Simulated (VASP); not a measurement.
# Rh in VASP: notebook

Runs on Rh. Level: PBE. Tasks: relaxation of cell and atoms.

Program: VASP 6.6.1. These are calculated values, not measurements. Logs are shortened: lines on timing, memory, paths and dates and some standing lists are left out, and cuts for length are marked.

## (1) The cell of the first run

Symmetry: Fm-3m, No. 225, cubic system. The conventional cell has a = 3.831 Å, b = 3.831 Å, c = 3.831 Å, α = 90.00°, β = 90.00°, γ = 90.00°. Rh (site symmetry m-3m) has 12 Rh at 2.71 Å within 3.6 Å.

The cell was built from a structure type or drawn by symmetry, and may not be a known phase.

## (2) Relaxation of cell and atoms, PBE

INCAR

```
PREC = Accurate ; ENCUT = 600
EDIFF = 1E-7 ; ISMEAR = 0
SIGMA = 0.1 ; LREAL = F
LASPH = T ; NELM = 60
ALGO = Fast ; ISIF = 3
LWAVE = F ; LCHARG = F
GGA = PE ; IBRION = 2
NSW = 100 ; EDIFFG = -0.01
```

KPOINTS

```
Automatic mesh
0
Gamma
  24 24 24
```

POSCAR

```
Rh
1.0
    0.0000000000      1.9152540017      1.9152540017
    1.9152540017      0.0000000000      1.9152540017
    1.9152540017      1.9152540017      0.0000000000
Rh
1
Direct
    0.5000000000      0.5000000000      0.5000000000
```

Potentials or basis: VASP PAW PBE potentials, release 64 (Rh_pv).

Started as:

```console
cat potpaw_PBE.64/Rh_pv/POTCAR > POTCAR
mpirun -np 1 vasp_std > vasp.out
```

OUTCAR:

```text
PREC = Accurate
   ENCUT = 600
   EDIFF = 1E-7
   ISMEAR = 0
   LREAL = F
   LASPH = T
   NELM = 60
   ISIF = 3
   GGA = PE
   IBRION = 2
   NSW = 100
   EDIFFG = -0.01

 ion  position               nearest neighbor table
   1  0.500  0.500  0.500-

  LATTYP: Found a face centered cubic cell.
 ALAT       =     3.8305080034

  Lattice vectors:

 A1 = (   0.0000000000,   1.9152540017,   1.9152540017)
 A2 = (   1.9152540017,   0.0000000000,   1.9152540017)
 A3 = (   1.9152540017,   1.9152540017,   0.0000000000)

Analysis of symmetry for initial positions (statically):
=====================================================================
 Subroutine PRICEL returns:
 Original cell was already a primitive cell.

 Routine SETGRP: Setting up the symmetry group for a
 face centered cubic supercell.

 Subroutine GETGRP returns: Found 48 space group operations
 (whereof 48 operations were pure point group operations)
 out of a pool of 48 trial point group operations.

The static configuration has the point symmetry O_h .

Analysis of symmetry for dynamics (positions and initial velocities):
=====================================================================
 Subroutine PRICEL returns:
 Original cell was already a primitive cell.

 Routine SETGRP: Setting up the symmetry group for a
 face centered cubic supercell.

 Subroutine GETGRP returns: Found 48 space group operations
 (whereof 48 operations were pure point group operations)
 out of a pool of 48 trial point group operations.

The dynamic configuration has the point symmetry O_h .

 Subroutine INISYM returns: Found 48 space group operations
 (whereof 48 operations are pure point group operations),
 and found     1 'primitive' translations

----------------------------------------------------------------------------------------

                                     Primitive cell

  volume of cell :      14.0511

  direct lattice vectors                    reciprocal lattice vectors
     0.000000000  1.915254002  1.915254002    -0.261061979  0.261061979  0.261061979
     1.915254002  0.000000000  1.915254002     0.261061979 -0.261061979  0.261061979
     1.915254002  1.915254002  0.000000000     0.261061979  0.261061979 -0.261061979

  length of vectors
     2.708578185  2.708578185  2.708578185     0.452172612  0.452172612  0.452172612

  position of ions in fractional coordinates (direct lattice)
     0.500000000  0.500000000  0.500000000

  ion indices of the primitive-cell ions
   primitive index   ion index
                 1           1

----------------------------------------------------------------------------------------

 KPOINTS: Automatic mesh

Automatic generation of k-mesh.
 Grid dimensions read from file:
 generate k-points for:   24   24   24

 Generating k-lattice:

  Cartesian coordinates                     Fractional coordinates (reciprocal lattice)
    -0.010877582  0.010877582  0.010877582     0.041666667  0.000000000  0.000000000
     0.010877582 -0.010877582  0.010877582     0.000000000  0.041666667  0.000000000
     0.010877582  0.010877582 -0.010877582     0.000000000  0.000000000  0.041666667

  Length of vectors
     0.018840525  0.018840525  0.018840525

  Shift w.r.t. Gamma in fractional coordinates (k-lattice)
     0.000000000  0.000000000  0.000000000

 Subroutine IBZKPT returns following result:
 ===========================================

 Found    413 irreducible k-points:

 Following reciprocal coordinates:
            Coordinates               Weight
  0.000000  0.000000  0.000000      1.000000
  0.041667  0.000000  0.000000      8.000000
  0.083333  0.000000  0.000000      8.000000
  0.125000  0.000000  0.000000      8.000000
  0.166667  0.000000  0.000000      8.000000
  0.208333  0.000000  0.000000      8.000000
[... 16 lines left out ...]
  0.416667  0.041667  0.000000     24.000000
  0.458333  0.041667  0.000000     24.000000
 [... further k-points ...]
   k-points           NKPTS =    413   k-points in BZ     NKDIM =    413   number of bands    NBANDS=     11
   number of dos      NEDOS =    301   number of ions     NIONS =      1
   total plane-waves  NPLWV =  13824
   dimension x,y,z NGX =    24 NGY =   24 NGZ =   24
   dimension x,y,z NGXF=    48 NGYF=   48 NGZF=   48
   ions per type =               1
   NGX,Y,Z   is equivalent  to a cutoff of  14.73, 14.73, 14.73 a.u.
   NGXF,Y,Z  is equivalent  to a cutoff of  29.46, 29.46, 29.46 a.u.
 SYSTEM =  unknown system
   PREC   = accura    normal or accurate (medium, high low for compatibility)
   ISTART =      0    job   : 0-new  1-cont  2-samecut
   ICHARG =      2    charge: 1-file 2-atom 10-const
   ISPIN  =      1    spin polarized calculation?
   LNONCOLLINEAR =      F non collinear calculations
   LSORBIT =      F    spin-orbit coupling
   LASPH  =      T    aspherical Exc in radial PAW
   ENCUT  =  600.0 eV  44.10 Ry    6.64 a.u.   5.41  5.41  5.41*2*pi/ulx,y,z
   NELM   =     60;   NELMIN=  2; NELMDL= -5     # of ELM steps
   EDIFF  = 0.1E-06   stopping-criterion for ELM
   LREAL  =      F    real-space projection
   EDIFFG = -.1E-01   stopping-criterion for IOM
   NSW    =    100    number of steps for IOM
   IBRION =      2    ionic relax: 0-MD 1-quasi-New 2-CG
   NFREE  =      1    steps in history (QN), initial steepest desc. (CG)
   ISIF   =      3    stress and relaxation
   ISYM   =      2    0-nonsym 1-usesym 2-fastsym
   POTIM  = 0.5000    time-step for ionic-motion
   TEBEG  =    0.0;   TEEND  =   0.0 temperature during run
   PSTRESS=    0.0 pullay stress
   NELECT =      15.0000    total number of electrons
   NUPDOWN=      -1.0000    fix difference up-down
   EMIN   =  10.00;   EMAX   =-10.00  energy-range for DOS
   EFERMI =   0.00;   METHOD = LEGACY
   ISMEAR =     0;   SIGMA  =   0.10  broadening in eV -4-tet -1-fermi 0-gaus
   EFERMI_NEDOS =   21; number of points for ismear=-14 and -15
   IALGO  =     68    algorithm
   IMIX   =      4    mixing-type and parameters
     AMIX     =   0.40;   BMIX     =  1.00
     AMIX_MAG =   1.60;   BMIX_MAG =  1.00
  volume/ion in A,a.u.               =      14.05        94.82
  Fermi-wavevector in a.u.,A,eV,Ry     =   1.673153  3.161800 38.088686  2.799439
  Thomas-Fermi vector in A             =   2.758174
   LORBIT       =      0    0 simple, 1 ext, 2 COOP (PROOUT), +10 PAW based schemes
   GGA     = PE    functional components
   LHFCALC =     F    Hartree Fock is set to
   AEXX    =    0.0000 exact exchange contribution
   IVDW    =     0    specifies the selected vdW correction
   LEPSILON=     F    determine dielectric tensor
   LRPA    =     F    only Hartree local field effects (RPA)
 conjugate gradient relaxation of ions
 non-spin polarized calculation
 RMM-DIIS sequential band-by-band and
 Gauss-broadening in eV      SIGMA  =   0.10
  energy-cutoff  :      600.00
  volume of cell :       14.05
 maximum number of plane-waves:       495
 NGX is ok and might be reduce to    24
   NGX = 11   NGY = 11   NGZ = 11

--------------------------------------- Ionic step        1  -------------------------------------------

 number of electron      15.0000000 magnetization

 Free energy of the ion-electron system (eV)
  ---------------------------------------------------
  ext. energy  EPLUGINS =         0.00000000
  ---------------------------------------------------
  free energy    TOTEN  =        -7.26230913 eV

  energy without entropy =       -7.25622860  energy(sigma->0) =       -7.25926886

------------------------ aborting loop because EDIFF is reached ----------------------------------------

  FORCE on cell =-STRESS in cart. coord.  units (eV):
  Direction    XX          YY          ZZ          XY          YZ          ZX
  --------------------------------------------------------------------------------------
  -------------------------------------------------------------------------------------
  Total       -0.0204528     -0.0204528     -0.0204528      0.0000000      0.0000000     -0.0000000
  in kB       -2.3321355     -2.3321355     -2.3321355      0.0000000      0.0000000     -0.0000000
  external PRESSURE =      -2.3321355 kB  Pullay stress =       0.0000000 kB
[... 55 lines left out ...]
  energy  without entropy=       -7.2562369397  energy(sigma->0) =       -7.25925656

--------------------------------------- Ionic step        3  -------------------------------------------

 number of electron      15.0000000 magnetization

 Free energy of the ion-electron system (eV)
  ---------------------------------------------------
  ext. energy  EPLUGINS =         0.00000000
  ---------------------------------------------------
  free energy    TOTEN  =        -7.26232026 eV

  energy without entropy =       -7.25625352  energy(sigma->0) =       -7.25928689

 E-fermi :  11.5207     XC(G=0): -13.8985

 val. band max:       11.5203198583   @ k =   0.3333   0.1250   0.0000
 cond. band min:      11.5210196218   @ k =   0.4167   0.0833   0.0417
 fundamental gap:      0.0006997635
 Fermi energy:        11.5206943088

 k-point     1 :       0.0000    0.0000    0.0000
  band No.  band energies     occupation
      1     -34.8230      2.00000
      2     -34.8230      2.00000
      3     -34.8230      2.00000
      4       3.7202      2.00000
      5       8.5431      2.00000
      6       8.5431      2.00000
      7       8.5431      2.00000
      8      10.5606      2.00000
      9      10.5606      2.00000
     10      27.5353      0.00000
     11      32.8785      0.00000
[... 309 lines left out ...]
 k-point    24 :       0.4583    0.0417    0.0000
  band No.  band energies     occupation
      1     -35.4802      2.00000
      2     -34.9202      2.00000
      3     -34.9198      2.00000
      4       5.6561      2.00000
      5       8.4495      2.00000
      6       8.5541      2.00000
      7      11.1236      2.00000
      8      12.0339      0.00000
      9      12.6290      0.00000
     10      20.5441      0.00000
     11      27.2520      0.00000

 [... further k-points ...]
[... 5 lines left out ...]
  --------------------------------------------------------------------------------------
  -------------------------------------------------------------------------------------
  Total        0.0016088      0.0016088      0.0016088      0.0000000     -0.0000000      0.0000000
  in kB        0.1836211      0.1836211      0.1836211      0.0000000     -0.0000000      0.0000000
  external PRESSURE =       0.1836211 kB  Pullay stress =       0.0000000 kB
[... 16 lines left out ...]
  FREE ENERGIE OF THE ION-ELECTRON SYSTEM (eV)
  ---------------------------------------------------
  free  energy   TOTEN  =        -7.2623202576 eV

  energy  without entropy=       -7.2562535232  energy(sigma->0) =       -7.25928689

 reached required accuracy - stopping structural energy minimisation
```

Run time: 2.5 min. Hardware: 1 thread of Intel Xeon Platinum 8259CL at 2.50GHz (Skylake/Cascade Lake), shared host; peak memory 0.21 GiB.

What came out:

- Free energy: -7.2623 eV
- Relaxed volume: 14.04 Å³/atom
- Relaxed cell: a = 2.708 Å, b = 2.708 Å, c = 2.708 Å, α = 60.00°, β = 60.00°, γ = 60.00°
- Space group after relaxing (to 0.1 Å): Fm-3m (No. 225)
- Energy gained by relaxing: 0.0 meV/atom
- Ionic steps: 3
- Pressure after relaxing: 0.0 GPa
- Band gap on the k mesh: zero (an odd number of electrons rules out a gap without spin polarisation)

Final structure:
```
CELL_PARAMETERS angstrom
0.00000 1.91463 1.91463
1.91463 0.00000 1.91463
1.91463 1.91463 0.00000
ATOMIC_POSITIONS crystal
Rh 0.50000 0.50000 0.50000
```

## (3) Relaxation of cell and atoms, PBE

INCAR

```
SYSTEM = Rh
ALGO     = Fast           ! electronic algorithm
EDIFF    = 1E-6           ! SCF threshold, eV
EDIFFG   = -0.01          ! ionic threshold
ENCUT    = 600            ! plane-wave cutoff, eV
GGA      = PE             ! functional
IBRION   = 2              ! ionic algorithm
ISIF     = 3              ! what is computed and relaxed
ISMEAR   = 0              ! smearing method
LASPH    = .TRUE.         ! aspherical terms in the spheres
LCHARG   = .FALSE.        ! write CHGCAR
LREAL    = .FALSE.        ! projectors in reciprocal space
LWAVE    = .FALSE.        ! write WAVECAR
NELM     = 60             ! most SCF steps
NSW      = 100            ! ionic steps
PREC     = Accurate       ! precision mode
SIGMA    = 0.1            ! smearing width, eV
```

KPOINTS

```
k-points
0
G
  28 28 28
  0 0 0
```

POSCAR

```
Rh
1.0
   -1.3629471627      1.3629471627      1.8912823037
    1.3629471627     -1.3629471627      1.8912823037
    1.3629471627      1.3629471627     -1.8912823037
Rh
1
Direct
    0.0000000000      0.0000000000      0.0000000000
```

Potentials or basis: VASP PAW PBE potentials, release 64 (Rh_pv).

Started as:

```console
cat potpaw_PBE.64/Rh_pv/POTCAR > POTCAR
mpirun -np 1 vasp_std > vasp.out
```

Wall time 10 min (1 thread of Intel Xeon 6975P-C (Granite Rapids), shared host); peak memory 0.44 GiB.

The run converged. Its results:

| Property | Result |
| --- | --- |
| Free energy | -7.2621 eV |
| Relaxed volume | 14.04 Å³/atom |
| Relaxed cell | a = 2.708 Å, b = 2.708 Å, c = 2.708 Å, α = 120.01°, β = 120.01°, γ = 89.98° |
| Space group after relaxing (to 0.1 Å) | Fm-3m (No. 225) |
| Energy gained by relaxing | 2.4 meV/atom |
| Ionic steps | 7 |
| Pressure after relaxing | 0.0 GPa |
| Band gap on the k mesh | zero (an odd number of electrons rules out a gap without spin polarisation) |

Stress tensor (GPa, compression positive):
```
 0.03  0.00  0.00
 0.00  0.03  0.00
 0.00  0.00 -0.09
```

The path:
| step | energy change (eV) | largest force (eV/Å) | pressure (GPa) | volume (Å³) |
| --- | --- | --- | --- | --- |
| 1 | 0.0000 | 0.0000 | 0.04 | 14.05 |
| 2 | -0.0024 | 0.0000 | -0.29 | 14.06 |
| 3 | -0.0024 | 0.0000 | -0.35 | 14.06 |
| 4 | -0.0023 | 0.0000 | 0.74 | 14.00 |
| 5 | -0.0024 | 0.0000 | -0.12 | 14.04 |
| 6 | -0.0024 | 0.0000 | 0.15 | 14.04 |
| 7 | -0.0024 | 0.0000 | -0.01 | 14.04 |

Final structure:
```
CELL_PARAMETERS angstrom
-1.35374 1.35374 1.91515
1.35374 -1.35374 1.91515
1.35374 1.35374 -1.91515
ATOMIC_POSITIONS crystal
Rh 0.00000 0.00000 0.00000
```

Levels at points of the mesh, in eV from the Fermi level:
| k point | band 5 | band 6 | band 7 | band 8 | band 9 | band 10 |
| --- | --- | --- | --- | --- | --- | --- |
| (0.00, 0.00, 0.00) | -2.98 | -2.98 | -2.98 | -0.96 | -0.96 | 16.01 |
| (0.50, 0.00, 0.00) | -3.05 | -3.05 | 0.55 | 0.55 | 0.76 | 8.43 |
| (0.50, 0.50, 0.00) | -5.76 | 0.52 | 0.95 | 0.95 | 3.24 | 12.02 |
| (0.50, 0.50, 0.50) | -5.76 | 0.52 | 0.95 | 0.95 | 3.24 | 12.01 |
